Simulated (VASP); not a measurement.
ZrPdSe3:

```xyz
5
Lattice="4.7164 0.0000 0.0000 0.0000 4.7164 0.0000 0.0000 0.0000 4.7164" Properties=species:S:1:pos:R:3 pbc="T T T"
Zr    0.0000    0.0000    0.0000
Pd    2.3582    2.3582    2.3582
Se    0.0000    2.3582    2.3582
Se    2.3582    2.3582    0.0000
Se    2.3582    0.0000    2.3582
```

The cell was built from a structure type or drawn by symmetry, and may not be a known phase.

Base run:

| Item | Value |
| --- | --- |
| Program | VASP 6.6.1 |
| Functional | PBE |
| Potentials or basis | VASP PAW PBE potentials, release 64 (Zr_sv, Pd, Se) |
| Cutoff | 500 eV |
| k mesh | 4 × 4 × 4 |
| Occupations | gaussian, width 0.1 eV |
| Spin | no spin polarisation |

Its results: pressure 9.0 GPa.

Task: The run is repeated on the same cell with these changes: spin from no spin polarisation to collinear spin; further incar settings from ALGO = Normal; EDIFF = 1e-06; NBANDS = 28 to ALGO = Normal; EDIFF = 1e-06; NBANDS = 32. What comes out?

Result: Pressure 9.2 GPa; net moment -0.52 μB per cell; site moments Zr -0.50; Pd +0.01; Se +0.05 μB.

Caveats: the cell stands under pressure.
